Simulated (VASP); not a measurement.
# Ca in VASP: a series of runs

The runs below take Ca through single point, with revPBE+D3(BJ), PBEsol, LDA.

Everything below comes from runs of VASP 6.6.1. Logs are shortened: lines on timing, memory, paths and dates and some standing lists are left out, and cuts for length are marked.

## (1) The cell of the first run

The structure is cubic, space group Fm-3m (No. 225). The conventional cell has a = 5.588 Å, b = 5.588 Å, c = 5.588 Å, α = 90.00°, β = 90.00°, γ = 90.00°. Within 5.2 Å of Ca (site symmetry m-3m) lie 12 Ca at 3.95 Å.

## (2) Single point, revPBE+D3(BJ), non-collinear spin, zero start, spin-orbit coupling

INCAR

```
PREC = Accurate
ENCUT = 520
EDIFF = 1E-6
ISMEAR = 0
SIGMA = 0.15
LREAL = F
LASPH = T
NELM = 150
ALGO = Normal
ISIF = 2
LWAVE = F
LCHARG = F
LNONCOLLINEAR = T
MAGMOM = 0 0 0
LORBIT = 11
LSORBIT = T
GGA_COMPAT = F
LORBMOM = T
GGA = RE
IVDW = 12
NBANDS = 21
```

KPOINTS

```
regular mesh
0
Gamma
  6 6 6
```

POSCAR

```
Ca
1.0
    0.0000000000      2.7942000000      2.7942000000
    2.7942000000      0.0000000000      2.7942000000
    2.7942000000      2.7942000000      0.0000000000
Ca
1
Direct
    0.0000000000      0.0000000000      0.0000000000
```

Potentials or basis: VASP PAW PBE potentials, release 64 (Ca_sv).

Launch:

```bash
> cat potpaw_PBE.64/Ca_sv/POTCAR > POTCAR
> mpirun -np 1 vasp_ncl > vasp.out
```

OUTCAR:

```text
PREC = Accurate
   ENCUT = 520
   EDIFF = 1E-6
   ISMEAR = 0
   LREAL = F
   LASPH = T
   NELM = 150
   ISIF = 2
   LNONCOLLINEAR = T
   LORBIT = 11
   LSORBIT = T
   GGA = RE
   IVDW = 12
 IVDW          = 12

 ion  position               nearest neighbor table
   1  0.000  0.000  0.000-

  LATTYP: Found a face centered cubic cell.
 ALAT       =     5.5884000000

  Lattice vectors:

 A1 = (   0.0000000000,   2.7942000000,   2.7942000000)
 A2 = (   2.7942000000,   0.0000000000,   2.7942000000)
 A3 = (   2.7942000000,   2.7942000000,   0.0000000000)

Analysis of symmetry for initial positions (statically):
=====================================================================
 Subroutine PRICEL returns:
 Original cell was already a primitive cell.

 Routine SETGRP: Setting up the symmetry group for a
 face centered cubic supercell.

 Subroutine GETGRP returns: Found 48 space group operations
 (whereof 48 operations were pure point group operations)
 out of a pool of 48 trial point group operations.

The static configuration has the point symmetry O_h .

Analysis of symmetry for dynamics (positions and initial velocities):
=====================================================================
 Subroutine PRICEL returns:
 Original cell was already a primitive cell.

 Routine SETGRP: Setting up the symmetry group for a
 face centered cubic supercell.

 Subroutine GETGRP returns: Found 48 space group operations
 (whereof 48 operations were pure point group operations)
 out of a pool of 48 trial point group operations.

The dynamic configuration has the point symmetry O_h .

Analysis of structural, dynamic, and magnetic symmetry:
=====================================================================
 Subroutine PRICEL returns:
 Original cell was already a primitive cell.

 Routine SETGRP: Setting up the symmetry group for a
 face centered cubic supercell.

 Subroutine GETGRP returns: Found 48 space group operations
 (whereof 48 operations were pure point group operations)
 out of a pool of 48 trial point group operations.

The overall configuration has the point symmetry O_h .

 Subroutine INISYM returns: Found 48 space group operations
 (whereof 48 operations are pure point group operations),
 and found     1 'primitive' translations

[... 139 lines left out ...]
 fundamental gap:      0.0986889734
 Fermi energy:         1.9579885027

 k-point     1 :       0.0000    0.0000    0.0000
  band No.  band energies     occupation
      1     -40.2601      1.00000
      2     -40.2601      1.00000
      3     -21.3932      1.00000
      4     -21.3932      1.00000
      5     -21.0118      1.00000
      6     -21.0118      1.00000
[... 373 lines left out ...]
     20       6.5650      0.00000
     21       7.0715      0.00000

------------------------ aborting loop because EDIFF is reached ----------------------------------------

 Edisp (eV)   -0.40126

 E8    (eV) :    -0.2985

  FORCE on cell =-STRESS in cart. coord.  units (eV):
  Direction    XX          YY          ZZ          XY          YZ          ZX
  --------------------------------------------------------------------------------------
  -------------------------------------------------------------------------------------
  Total      -0.36178    -0.36178    -0.36178     0.00000     0.00000     0.00000
  in kB     -13.28478   -13.28478   -13.28478     0.00000     0.00000     0.00000
  external pressure =      -13.28 kB  Pullay stress =        0.00 kB

 VOLUME and BASIS-vectors are now :
 -----------------------------------------------------------------------------
  energy-cutoff  :      520.00
  volume of cell :       43.63
      direct lattice vectors                 reciprocal lattice vectors
     0.000000000  2.794200000  2.794200000    -0.178942094  0.178942094  0.178942094
     2.794200000  0.000000000  2.794200000     0.178942094 -0.178942094  0.178942094
     2.794200000  2.794200000  0.000000000     0.178942094  0.178942094 -0.178942094

 POSITION                                       TOTAL-FORCE (eV/Angst)
 -----------------------------------------------------------------------------------
      0.00000      0.00000      0.00000        -0.000000     -0.000000     -0.000000
 -----------------------------------------------------------------------------------
    total drift:                                0.000000      0.000000      0.000000

  FREE ENERGIE OF THE ION-ELECTRON SYSTEM (eV)
  ---------------------------------------------------
  free  energy   TOTEN  =        -2.1574157094 eV

  energy  without entropy=       -2.1305931929  energy(sigma->0) =       -2.14400445

 orbital moment (x)

 # of ion     p       d       tot
 ----------------------------------------
  1         0.000  -0.000  -0.000
 ----------------------------------------
            0.000  -0.000  -0.000

 orbital moment (y)

 # of ion     p       d       tot
 ----------------------------------------
  1         0.000  -0.000  -0.000
 ----------------------------------------
            0.000  -0.000  -0.000

 orbital moment (z)

 # of ion     p       d       tot
 ----------------------------------------
  1         0.000  -0.000  -0.000
 ----------------------------------------
            0.000  -0.000  -0.000

 Spin-Orbit-Coupling matrix elements

 Ion:    1  E_soc:     -0.0058650
 l=   1
     0.0000000    -0.0009784    -0.0009784
    -0.0009784     0.0000000    -0.0009784
    -0.0009784    -0.0009784     0.0000000
 l=   2
     0.0000000     0.0000005     0.0000000     0.0000005     0.0000004
     0.0000005     0.0000000     0.0000003     0.0000005     0.0000001
     0.0000000     0.0000003     0.0000000     0.0000003     0.0000000
     0.0000005     0.0000005     0.0000003     0.0000000     0.0000001
     0.0000004     0.0000001     0.0000000     0.0000001     0.0000000
 l=   3
     0.0000000     0.0000000     0.0000000     0.0000000     0.0000000     0.0000000     0.0000000
     0.0000000     0.0000000     0.0000000     0.0000000     0.0000000     0.0000000     0.0000000
     0.0000000     0.0000000     0.0000000     0.0000000     0.0000000     0.0000000     0.0000000
     0.0000000     0.0000000     0.0000000     0.0000000     0.0000000     0.0000000     0.0000000
     0.0000000     0.0000000     0.0000000     0.0000000     0.0000000     0.0000000     0.0000000
     0.0000000     0.0000000     0.0000000     0.0000000     0.0000000     0.0000000     0.0000000
     0.0000000     0.0000000     0.0000000     0.0000000     0.0000000     0.0000000     0.0000000

 total charge

# of ion       s       p       d       tot
------------------------------------------
    1        2.079   5.837   0.154   8.070

 magnetization (x)

# of ion       s       p       d       tot
------------------------------------------
    1       -0.000   0.000   0.000  -0.000

 magnetization (y)

# of ion       s       p       d       tot
------------------------------------------
    1       -0.000   0.000   0.000  -0.000

 magnetization (z)

# of ion       s       p       d       tot
------------------------------------------
    1       -0.000   0.000   0.000  -0.000
```

Run time: 21 s. Hardware: 1 thread of Intel Xeon 6975P-C (Granite Rapids), shared host; peak memory 0.27 GiB.

What came out:

- Free energy: -2.1574 eV
- Pressure: -1.3 GPa
- Net moment: 0.00 μB per cell
- Valence electrons inside the program's atomic spheres: Ca 8.07
- Dispersion energy per atom: -0.401 eV

Moments on the atoms (μB; x, y, z):
```
Ca  0.00 0.00 0.00
```

Caveat: the PAW data sets were made with another functional, which shifts forces and pressure a little.

## (3) Single point, PBEsol (the cell strained at random)

INCAR

```
SYSTEM = Ca
PREC = Accurate
ENCUT = 520
EDIFF = 1E-6
ISMEAR = -1
SIGMA = 0.05
LREAL = .FALSE.
LASPH = .TRUE.
NELM = 100
ALGO = Normal
ISIF = 2
LWAVE = .FALSE.
LCHARG = .FALSE.
GGA = PS
NBANDS = 11
```

KPOINTS

```
regular mesh
0
G
  8 8 8
  0 0 0
```

POSCAR

```
Ca
1.0
    0.0226090000      2.8095600000      2.7447680000
    2.7524950000      0.0396230000      2.7277540000
    2.8498400000      2.8898890000     -0.0577210000
Ca
1
Direct
   -0.0007270000      0.0032390000     -0.0010580000
```

Potentials or basis: VASP PAW PBE potentials, release 64 (Ca_sv).

Launch:

```bash
> cat potpaw_PBE.64/Ca_sv/POTCAR > POTCAR
> mpirun -np 1 vasp_std > vasp.out
```

Run time: 68 s. Hardware: 1 thread of AMD EPYC 7R13 (Zen 3), shared host; peak memory 0.23 GiB.

Results (log left out):

```
Free energy            : -2.1231 eV
Pressure               : -1.2 GPa
Band gap on the k mesh : zero (band 5 reaches 1.98 eV, above the bottom of band 6 at 1.43 eV)
```

Stress tensor (GPa, compression positive):
```
-1.14 -0.60  0.40
-0.60 -1.25  0.25
 0.40  0.25 -1.10
```

Levels at points of the mesh, in eV from the Fermi level:
| k point | band 3 | band 4 | band 5 | band 6 | band 7 | band 8 |
| --- | --- | --- | --- | --- | --- | --- |
| (0.00, 0.00, 0.00) | -22.88 | -22.88 | -3.94 | 2.12 | 2.35 | 2.45 |
| (0.50, 0.00, 0.00) | -22.90 | -22.90 | -0.90 | -0.09 | 1.98 | 2.40 |
| (0.00, 0.50, 0.00) | -22.90 | -22.90 | -0.86 | -0.03 | 2.02 | 2.31 |
| (0.50, 0.50, 0.00) | -22.93 | -22.93 | -0.36 | 0.59 | 1.04 | 4.00 |
| (0.00, 0.00, 0.50) | -22.90 | -22.89 | -1.10 | -0.30 | 2.20 | 2.33 |
| (0.50, 0.00, 0.50) | -22.92 | -22.92 | -0.43 | 0.64 | 0.83 | 3.99 |
| (0.00, 0.50, 0.50) | -22.93 | -22.92 | -0.39 | 0.61 | 0.96 | 3.97 |
| (0.50, 0.50, 0.50) | -22.90 | -22.89 | -0.96 | -0.15 | 2.10 | 2.33 |

Caveat: the cell differs from its parent crystal (the cell strained at random); the PAW data sets were made with another functional, which shifts forces and pressure a little.

## (4) Single point, LDA

INCAR

```
  PREC = Accurate
  ENCUT = 520
  EDIFF = 1E-6
  ISMEAR = -1
  SIGMA = 0.05
  LREAL = F
  LASPH = T
  NELM = 80
  ALGO = Fast
  ISIF = 2
  LWAVE = F
  LCHARG = F
  GGA = CA
  NBANDS = 11
```

KPOINTS

```
regular mesh
0
Gamma
  8 8 8
```

POSCAR

```
Ca
1.0
    0.0000000000      2.7942000000      2.7942000000
    2.7942000000      0.0000000000      2.7942000000
    2.7942000000      2.7942000000      0.0000000000
Ca
1
Direct
    0.0000000000      0.0000000000      0.0000000000
```

Potentials or basis: VASP PAW LDA potentials, release 64 (Ca_sv).

Launch:

```bash
> cat potpaw_LDA.64/Ca_sv/POTCAR > POTCAR
> mpirun -np 1 vasp_std > vasp.out
```

Run time: 23 s. Hardware: 1 thread of Intel Xeon 6975P-C, shared host; peak memory 0.15 GiB.

It converged, with:

| Item | Value |
| --- | --- |
| Free energy | -2.1717 eV |
| Pressure | -2.1 GPa |
| Band gap on the k mesh | zero (band 5 reaches 1.85 eV, above the bottom of band 6 at 1.53 eV) |

Levels at points of the mesh, in eV from the Fermi level:
```csv
k point,band 2,band 3,band 4,band 5,band 6,band 7,band 8,band 9
"(0.00, 0.00, 0.00)",-22.82,-22.82,-22.82,-3.93,2.20,2.20,2.20,3.22
"(0.50, 0.00, 0.00)",-22.95,-22.84,-22.84,-0.99,-0.09,2.10,2.10,3.88
"(0.50, 0.50, 0.00)",-22.94,-22.87,-22.87,-0.43,0.55,0.98,3.87,4.05
```

## (5) Single point, LDA (volume scaled by 0.94)

INCAR

```
SYSTEM = Ca
PREC     = Accurate       ! precision mode
ENCUT    = 520            ! plane-wave cutoff, eV
EDIFF    = 1E-7           ! SCF threshold, eV
ISMEAR   = -1             ! smearing method
SIGMA    = 0.05           ! smearing width, eV
LREAL    = .FALSE.        ! projectors in reciprocal space
LASPH    = .TRUE.         ! aspherical terms in the spheres
NELM     = 80             ! most SCF steps
ALGO     = Fast           ! electronic algorithm
ISIF     = 2              ! what is computed and relaxed
LWAVE    = .FALSE.        ! write WAVECAR
LCHARG   = .FALSE.        ! write CHGCAR
NBANDS   = 11             ! bands
```

KPOINTS

```
regular mesh
0
G
  8 8 8
  0 0 0
```

POSCAR

```
Ca
1.0
    0.0000000000      2.7371595050      2.7371595050
    2.7371595050      0.0000000000      2.7371595050
    2.7371595050      2.7371595050      0.0000000000
Ca
1
Direct
    0.0000000000      0.0000000000      0.0000000000
```

Potentials or basis: VASP PAW LDA potentials, release 64 (Ca_sv).

Launch:

```bash
> cat potpaw_LDA.64/Ca_sv/POTCAR > POTCAR
> mpirun -np 1 vasp_std > vasp.out
```

OUTCAR:

```text
SYSTEM = Ca
   PREC = Accurate
   ENCUT = 520
   EDIFF = 1E-7
   ISMEAR = -1
   LREAL = .FALSE.
   LASPH = .TRUE.
   NELM = 80
   ISIF = 2

 ion  position               nearest neighbor table
   1  0.000  0.000  0.000-

  LATTYP: Found a face centered cubic cell.
 ALAT       =     5.4743190100

  Lattice vectors:

 A1 = (   0.0000000000,   2.7371595050,   2.7371595050)
 A2 = (   2.7371595050,   0.0000000000,   2.7371595050)
 A3 = (   2.7371595050,   2.7371595050,   0.0000000000)

Analysis of symmetry for initial positions (statically):
=====================================================================
 Subroutine PRICEL returns:
 Original cell was already a primitive cell.

 Routine SETGRP: Setting up the symmetry group for a
 face centered cubic supercell.

 Subroutine GETGRP returns: Found 48 space group operations
 (whereof 48 operations were pure point group operations)
 out of a pool of 48 trial point group operations.

The static configuration has the point symmetry O_h .

Analysis of symmetry for dynamics (positions and initial velocities):
=====================================================================
 Subroutine PRICEL returns:
 Original cell was already a primitive cell.

 Routine SETGRP: Setting up the symmetry group for a
 face centered cubic supercell.

 Subroutine GETGRP returns: Found 48 space group operations
 (whereof 48 operations were pure point group operations)
 out of a pool of 48 trial point group operations.

The dynamic configuration has the point symmetry O_h .

 Subroutine INISYM returns: Found 48 space group operations
 (whereof 48 operations are pure point group operations),
 and found     1 'primitive' translations

----------------------------------------------------------------------------------------

                                     Primitive cell

  volume of cell :      41.0138

  direct lattice vectors                    reciprocal lattice vectors
     0.000000000  2.737159505  2.737159505    -0.182671123  0.182671123  0.182671123
[... 112 lines left out ...]
   IVDW    =     0    specifies the selected vdW correction
   LEPSILON=     F    determine dielectric tensor
   LRPA    =     F    only Hartree local field effects (RPA)
 non-spin polarized calculation
 RMM-DIIS sequential band-by-band and
  energy-cutoff  :      520.00
  volume of cell :       41.01
 maximum number of plane-waves:      1124
 NGX is ok and might be reduce to    30
   NGX = 15   NGY = 15   NGZ = 15

 number of electron      10.0000002 magnetization

 Free energy of the ion-electron system (eV)
  ---------------------------------------------------
  ext. energy  EPLUGINS =         0.00000000
  ---------------------------------------------------
  free energy    TOTEN  =        -2.19980379 eV

  energy without entropy =       -2.18890934  energy(sigma->0) =       -2.19435656

 E-fermi :   1.8664     XC(G=0):  -8.0561

 val. band max:        1.8560664271   @ k =  -0.3750   0.2500   0.1250
 cond. band min:       1.8946494059   @ k =  -0.3750   0.3750   0.0000
 fundamental gap:      0.0385829788
 Fermi energy:         1.8664313970

 k-point     1 :       0.0000    0.0000    0.0000
  band No.  band energies     occupation
      1     -39.6000      2.00000
      2     -20.8049      2.00000
      3     -20.8049      2.00000
      4     -20.8049      2.00000
      5      -2.1743      2.00000
      6       4.1467      0.00000
      7       4.1467      0.00000
      8       4.1467      0.00000
      9       5.2487      0.00000
     10       5.2487      0.00000
     11      11.2265      0.00000
[... 309 lines left out ...]
 k-point    24 :      -0.3750    0.2500    0.1250
  band No.  band energies     occupation
      1     -39.5805      2.00000
      2     -20.9432      2.00000
      3     -20.8687      2.00000
      4     -20.8404      2.00000
      5       1.5313      1.99755
      6       1.8561      1.10328
      7       3.3341      0.00000
      8       4.4746      0.00000
      9       5.7964      0.00000
     10       6.4059      0.00000
     11       6.8674      0.00000

 [... further k-points ...]

------------------------ aborting loop because EDIFF is reached ----------------------------------------

  FORCE on cell =-STRESS in cart. coord.  units (eV):
  Direction    XX          YY          ZZ          XY          YZ          ZX
  --------------------------------------------------------------------------------------
  -------------------------------------------------------------------------------------
  Total       -0.3356139     -0.3356139     -0.3356139      0.0000000      0.0000000      0.0000000
  in kB      -13.1105281    -13.1105281    -13.1105281      0.0000000      0.0000000      0.0000000
  external PRESSURE =     -13.1105281 kB  Pullay stress =       0.0000000 kB

 VOLUME and BASIS-vectors are now :
 -----------------------------------------------------------------------------
  energy-cutoff  :      520.00
  volume of cell :       41.01
      direct lattice vectors                 reciprocal lattice vectors
     0.000000000  2.737159505  2.737159505    -0.182671123  0.182671123  0.182671123
     2.737159505  0.000000000  2.737159505     0.182671123 -0.182671123  0.182671123
     2.737159505  2.737159505  0.000000000     0.182671123  0.182671123 -0.182671123

 POSITION                                       TOTAL-FORCE (eV/Angst)
 -----------------------------------------------------------------------------------
      0.00000      0.00000      0.00000         0.000000      0.000000      0.000000
 -----------------------------------------------------------------------------------
    total drift:                               -0.000000     -0.000000      0.000000

  FREE ENERGIE OF THE ION-ELECTRON SYSTEM (eV)
  ---------------------------------------------------
  free  energy   TOTEN  =        -2.1998037901 eV

  energy  without entropy=       -2.1889093370  energy(sigma->0) =       -2.19435656
```

It took 20 s on 1 thread of Intel Xeon 8259CL, shared host; peak memory 0.15 GiB.

What came out:

```
Free energy            : -2.1998 eV
Pressure               : -1.3 GPa
Band gap on the k mesh : zero (band 5 reaches 2.06 eV, above the bottom of band 6 at 1.82 eV)
```

(Continued in part 2 of 2.)
